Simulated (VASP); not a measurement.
# W10N in VASP: single point with PBE+D3(BJ)

Aim: the single point of W10N with PBE+D3(BJ).

All numbers are computed with VASP 6.6.1; they aren't measurements. Logs are shortened: lines on timing, memory, paths and dates and some standing lists are left out, and cuts for length are marked.

## 1. The cell of the first run

The cell holds a slab with vacuum, 11 atoms: a = 4.468 Å, b = 4.468 Å, c = 25.319 Å, α = 90.00°, β = 90.00°, γ = 90.00°.

## 2. Single point, PBE+D3(BJ)

INCAR

```
SYSTEM = W10N
PREC     = Accurate       ! precision mode
ENCUT    = 520            ! plane-wave cutoff, eV
EDIFF    = 1E-6           ! SCF threshold, eV
ISMEAR   = 0              ! smearing method
SIGMA    = 0.1            ! smearing width, eV
LREAL    = .False.        ! projectors in reciprocal space
LASPH    = .True.         ! aspherical terms in the spheres
NELM     = 120            ! most SCF steps
ALGO     = Normal         ! electronic algorithm
ISIF     = 2              ! what is computed and relaxed
LWAVE    = .False.        ! write WAVECAR
LCHARG   = .False.        ! write CHGCAR
LDIPOL   = .True.       
IDIPOL   = 3            
DIPOL    = 0.5 0.5 0.476
GGA      = PE             ! functional
IVDW     = 12             ! dispersion correction
NBANDS   = 84             ! bands
GGA_COMPAT= .False.      
NELMDL   = -8
```

KPOINTS

```
regular mesh
0
Gamma
  7 7 1
  0 0 0
```

POSCAR

```
W10N
1.0
    4.4681931528      0.0000000000      0.0000000000
    0.0000000000      4.4681931528      0.0000000000
    0.0000000000      0.0000000000     25.3189793559
W N
10 1
Direct
    0.0000000000      0.5000000000      0.3357165342
    0.5000000000      0.0000000000      0.3357165342
    0.0000000000      0.0000000000      0.3981102357
    0.5000000000      0.5000000000      0.3981102357
   -0.0020506214      0.4979493786      0.4601165236
    0.5020506214      0.0020506214      0.4601165236
    0.0012600153     -0.0012600153      0.5230406452
    0.4987399847      0.5012600153      0.5230406452
   -0.0289676597      0.4710323403      0.5857331209
    0.5289676597      0.0289676597      0.5857331209
    0.7500000000      0.2500000000      0.6357182393
```

Potentials or basis: VASP PAW PBE potentials, release 64 (W_sv, N).

On the command line:

```
cat potpaw_PBE.64/W_sv/POTCAR potpaw_PBE.64/N/POTCAR > POTCAR
mpirun -np 1 vasp_std > vasp.out
```

OUTCAR:

```text
SYSTEM = W10N
   PREC = Accurate
   ENCUT = 520
   EDIFF = 1E-6
   ISMEAR = 0
   LREAL = .False.
   LASPH = .True.
   NELM = 120
   ISIF = 2
   GGA = PE
   IVDW = 12
   NELMDL = -8
 IVDW          = 12

 ion  position               nearest neighbor table
   1  0.000  0.500  0.336-   3 2.74   4 2.74   3 2.74   4 2.74   5 3.15   2 3.16   2 3.16   2 3.16
                             2 3.16
   2  0.500  0.000  0.336-   3 2.74   4 2.74   4 2.74   3 2.74   6 3.15   1 3.16   1 3.16   1 3.16
                             1 3.16
   3  0.000  0.000  0.398-   5 2.72   6 2.72   1 2.74   2 2.74   1 2.74   2 2.74   5 2.74   6 2.74
                             4 3.16   4 3.16   4 3.16   4 3.16   7 3.16
   4  0.500  0.500  0.398-   5 2.72   6 2.72   1 2.74   2 2.74   2 2.74   1 2.74   6 2.74   5 2.74
                             3 3.16   3 3.16   3 3.16   3 3.16   8 3.16
   5  0.998  0.498  0.460-   3 2.72   4 2.72   4 2.74   3 2.74   7 2.74   8 2.74   8 2.75   7 2.75
                             6 3.13   1 3.15   6 3.16   6 3.16   9 3.19   6 3.19
   6  0.502  0.002  0.460-   3 2.72   4 2.72   4 2.74   3 2.74   7 2.74   8 2.74   8 2.75   7 2.75
                             5 3.13   2 3.15   5 3.16   5 3.16  10 3.19   5 3.19
   7  0.001  0.999  0.523-   9 2.64  10 2.64   5 2.74   6 2.74   6 2.75   5 2.75  10 2.85   9 2.85
                             8 3.14   8 3.16   8 3.16   3 3.16   8 3.18
   8  0.499  0.501  0.523-   9 2.64  10 2.64   5 2.74   6 2.74   6 2.75   5 2.75  10 2.85   9 2.85
                             7 3.14   7 3.16   7 3.16   4 3.16   7 3.18
   9  0.971  0.471  0.586-  11 1.88   8 2.64   7 2.64  10 2.79   8 2.85   7 2.85  10 3.18  10 3.18
                             5 3.19
  10  0.529  0.029  0.586-  11 1.88   8 2.64   7 2.64   9 2.79   8 2.85   7 2.85   9 3.18   9 3.18
                             6 3.19
  11  0.750  0.250  0.636-   9 1.88  10 1.88

  LATTYP: Found a simple tetragonal cell.
 ALAT       =     4.4681931528
 C/A-ratio  =     5.6664916869

  Lattice vectors:

 A1 = (   4.4681931528,   0.0000000000,   0.0000000000)
 A2 = (   0.0000000000,   4.4681931528,   0.0000000000)
 A3 = (   0.0000000000,   0.0000000000,  25.3189793559)

Analysis of symmetry for initial positions (statically):
=====================================================================
 Subroutine PRICEL returns:
 Original cell was already a primitive cell.

 Routine SETGRP: Setting up the symmetry group for a
 simple tetragonal supercell.

 Subroutine GETGRP returns: Found  4 space group operations
 (whereof  2 operations were pure point group operations)
 out of a pool of 16 trial point group operations.

The static configuration has the point symmetry C_1h.
 The point group associated with its full space group is C_2v.

Analysis of symmetry for dynamics (positions and initial velocities):
=====================================================================
 Subroutine PRICEL returns:
 Original cell was already a primitive cell.

 Routine SETGRP: Setting up the symmetry group for a
 simple tetragonal supercell.

 Subroutine GETGRP returns: Found  4 space group operations
 (whereof  2 operations were pure point group operations)
 out of a pool of 16 trial point group operations.

The dynamic configuration has the point symmetry C_1h.
 The point group associated with its full space group is C_2v.

 Subroutine INISYM returns: Found  4 space group operations
 (whereof  2 operations are pure point group operations),
 and found     1 'primitive' translations

----------------------------------------------------------------------------------------

                                     Primitive cell

  volume of cell :     505.4871

  direct lattice vectors                    reciprocal lattice vectors
     4.468193153  0.000000000  0.000000000     0.223804112  0.000000000  0.000000000
     0.000000000  4.468193153  0.000000000     0.000000000  0.223804112  0.000000000
     0.000000000  0.000000000 25.318979356     0.000000000  0.000000000  0.039496063

  length of vectors
     4.468193153  4.468193153 25.318979356     0.223804112  0.223804112  0.039496063

  position of ions in fractional coordinates (direct lattice)
     0.000000000  0.500000000  0.335716534
     0.500000000  0.000000000  0.335716534
     0.000000000  0.000000000  0.398110236
     0.500000000  0.500000000  0.398110236
     0.997949379  0.497949379  0.460116524
     0.502050621  0.002050621  0.460116524
     0.001260015  0.998739985  0.523040645
     0.498739985  0.501260015  0.523040645
     0.971032340  0.471032340  0.585733121
[... 38 lines left out ...]
 Subroutine IBZKPT returns following result:
 ===========================================

 Found     16 irreducible k-points:

 Following reciprocal coordinates:
            Coordinates               Weight
  0.000000  0.000000  0.000000      1.000000
  0.142857  0.000000  0.000000      4.000000
  0.285714  0.000000  0.000000      4.000000
  0.428571  0.000000  0.000000      4.000000
  0.142857  0.142857  0.000000      2.000000
 -0.142857  0.142857  0.000000      2.000000
[... 8 lines left out ...]
  0.428571  0.428571  0.000000      2.000000
 -0.428571  0.428571  0.000000      2.000000
   k-points           NKPTS =     16   k-points in BZ     NKDIM =     16   number of bands    NBANDS=     84
   number of dos      NEDOS =    301   number of ions     NIONS =     11
   total plane-waves  NPLWV = 248832
   dimension x,y,z NGX =    36 NGY =   36 NGZ =  192
   dimension x,y,z NGXF=    72 NGYF=   72 NGZF=  384
   ions per type =              10   1
   NGX,Y,Z   is equivalent  to a cutoff of  13.39, 13.39, 12.61 a.u.
   NGXF,Y,Z  is equivalent  to a cutoff of  26.79, 26.79, 25.21 a.u.
 SYSTEM =  W10N
   PREC   = accura    normal or accurate (medium, high low for compatibility)
   ISTART =      0    job   : 0-new  1-cont  2-samecut
   ICHARG =      2    charge: 1-file 2-atom 10-const
   ISPIN  =      1    spin polarized calculation?
   LNONCOLLINEAR =      F non collinear calculations
   LSORBIT =      F    spin-orbit coupling
   LASPH  =      T    aspherical Exc in radial PAW
   ENCUT  =  520.0 eV  38.22 Ry    6.18 a.u.   8.31  8.31 47.08*2*pi/ulx,y,z
   NELM   =    120;   NELMIN=  2; NELMDL= -8     # of ELM steps
   EDIFF  = 0.1E-05   stopping-criterion for ELM
   LREAL  =      F    real-space projection
   EDIFFG = 0.1E-04   stopping-criterion for IOM
   NSW    =      0    number of steps for IOM
   IBRION =     -1    ionic relax: 0-MD 1-quasi-New 2-CG
   NFREE  =      0    steps in history (QN), initial steepest desc. (CG)
   ISIF   =      2    stress and relaxation
   ISYM   =      2    0-nonsym 1-usesym 2-fastsym
   POTIM  = 0.5000    time-step for ionic-motion
   TEBEG  =    0.0;   TEEND  =   0.0 temperature during run
   PSTRESS=    0.0 pullay stress
   NELECT =     145.0000    total number of electrons
   NUPDOWN=      -1.0000    fix difference up-down
   EMIN   =  10.00;   EMAX   =-10.00  energy-range for DOS
   EFERMI =   0.00;   METHOD = LEGACY
   ISMEAR =     0;   SIGMA  =   0.10  broadening in eV -4-tet -1-fermi 0-gaus
   EFERMI_NEDOS =   21; number of points for ismear=-14 and -15
   IALGO  =     38    algorithm
   IMIX   =      4    mixing-type and parameters
     AMIX     =   0.40;   BMIX     =  1.00
     AMIX_MAG =   1.60;   BMIX_MAG =  1.00
  volume/ion in A,a.u.               =      45.95       310.11
  Fermi-wavevector in a.u.,A,eV,Ry     =   1.079678  2.040295 15.860366  1.165704
  Thomas-Fermi vector in A             =   2.215649
   LORBIT       =      0    0 simple, 1 ext, 2 COOP (PROOUT), +10 PAW based schemes
   GGA     = PE    functional components
   LHFCALC =     F    Hartree Fock is set to
   AEXX    =    0.0000 exact exchange contribution
   IVDW    =    12    specifies the selected vdW correction
   LEPSILON=     F    determine dielectric tensor
   LRPA    =     F    only Hartree local field effects (RPA)
 non-spin polarized calculation
 Gauss-broadening in eV      SIGMA  =   0.10
  energy-cutoff  :      520.00
  volume of cell :      505.49
 maximum number of plane-waves:     13653
 NGX is ok and might be reduce to    36
   NGX = 17   NGY = 17   NGZ = 95

 dipolmoment           0.000000      0.000000     -0.030775 electrons x Angstroem

 number of electron     145.0000012 magnetization

 dipolmoment           0.000000      0.000000      0.115485 electrons x Angstroem

 Free energy of the ion-electron system (eV)
  ---------------------------------------------------
  ext. energy  EPLUGINS =         0.00000000
  ---------------------------------------------------
  free energy    TOTEN  =      -129.32188775 eV

  energy without entropy =     -129.26357838  energy(sigma->0) =     -129.29273307

 E-fermi :   0.5318     XC(G=0):  -5.3490

 val. band max:        0.5079774160   @ k =  -0.2857   0.4286   0.0000
 cond. band min:       0.5329515487   @ k =   0.4286   0.0000   0.0000
 fundamental gap:      0.0249741327
 Fermi energy:         0.5318360762

 k-point     1 :       0.0000    0.0000    0.0000
  band No.  band energies     occupation
      1     -73.7262      2.00000
      2     -73.6823      2.00000
      3     -73.5142      2.00000
      4     -73.4541      2.00000
      5     -73.4468      2.00000
      6     -73.4145      2.00000
[... 1381 lines left out ...]
     83       2.2849      0.00000
     84       2.5751      0.00000

------------------------ aborting loop because EDIFF is reached ----------------------------------------

 vacuum level on the upper side and lower side of the slab       (xc-potential included)         0.333        -0.684

 Edisp (eV)   -4.89363

 E8    (eV) :    -2.5755

  FORCE on cell =-STRESS in cart. coord.  units (eV):
  Direction    XX          YY          ZZ          XY          YZ          ZX
  --------------------------------------------------------------------------------------
  -------------------------------------------------------------------------------------
  Total     -11.29276   -11.29276    -4.10371     0.49847     0.00000    -0.00000
  in kB     -35.79321   -35.79321   -13.00701     1.57994     0.00000    -0.00000
  external pressure =      -28.20 kB  Pullay stress =        0.00 kB

 VOLUME and BASIS-vectors are now :
 -----------------------------------------------------------------------------
  energy-cutoff  :      520.00
  volume of cell :      505.49
      direct lattice vectors                 reciprocal lattice vectors
     4.468193153  0.000000000  0.000000000     0.223804112  0.000000000  0.000000000
     0.000000000  4.468193153  0.000000000     0.000000000  0.223804112  0.000000000
     0.000000000  0.000000000 25.318979356     0.000000000  0.000000000  0.039496063

 POSITION                                       TOTAL-FORCE (eV/Angst)
 -----------------------------------------------------------------------------------
      0.00000      2.23410      8.50000        -0.008203     -0.008203      1.474435
      2.23410      0.00000      8.50000         0.008203      0.008203      1.474435
      0.00000      0.00000     10.07974         0.093670     -0.093670     -1.516520
      2.23410      2.23410     10.07974        -0.093670      0.093670     -1.516520
      4.45903      2.22493     11.64968         0.001265      0.001265     -0.001496
      2.24326      0.00916     11.64968        -0.001265     -0.001265     -0.001496
      0.00563      4.46256     13.24286         0.004663     -0.004663     -0.007618
      2.22847      2.23973     13.24286        -0.004663      0.004663     -0.007618
      4.33876      2.10466     14.83016         0.069193      0.069193     -0.058884
      2.36353      0.12943     14.83016        -0.069193     -0.069193     -0.058884
      3.35114      1.11705     16.09574         0.000000     -0.000000      0.220165
 -----------------------------------------------------------------------------------
    total drift:                                0.000000      0.000000      0.000649

  FREE ENERGIE OF THE ION-ELECTRON SYSTEM (eV)
  ---------------------------------------------------
  free  energy   TOTEN  =      -134.2155201547 eV

  energy  without entropy=     -134.1572107896  energy(sigma->0) =     -134.18636547

 vacuum level on the upper side and lower side of the slab         5.645         4.607
```

Wall time 40 min (1 thread of Intel Xeon Platinum 8488C (Sapphire Rapids), shared host); peak memory 0.84 GiB.

What came out:

```yaml
Free_energy: -134.2155 eV
Largest_force: 1.522 eV/Å
Band_gap_on_the_k_mesh: zero (an odd number of electrons rules out a gap without spin polarisation)
Dispersion_energy_per_atom: -0.445 eV
```

Forces on the atoms (eV/Å):
```
W   -0.008 -0.008  1.474
W    0.008  0.008  1.474
W    0.094 -0.094 -1.517
W   -0.094  0.094 -1.517
W    0.001  0.001 -0.001
W   -0.001 -0.001 -0.001
W    0.005 -0.005 -0.008
W   -0.005  0.005 -0.008
W    0.069  0.069 -0.059
W   -0.069 -0.069 -0.059
N    0.000  0.000  0.220
```

Caveat: spin-orbit coupling is left out, which moves the levels of the heavy elements.
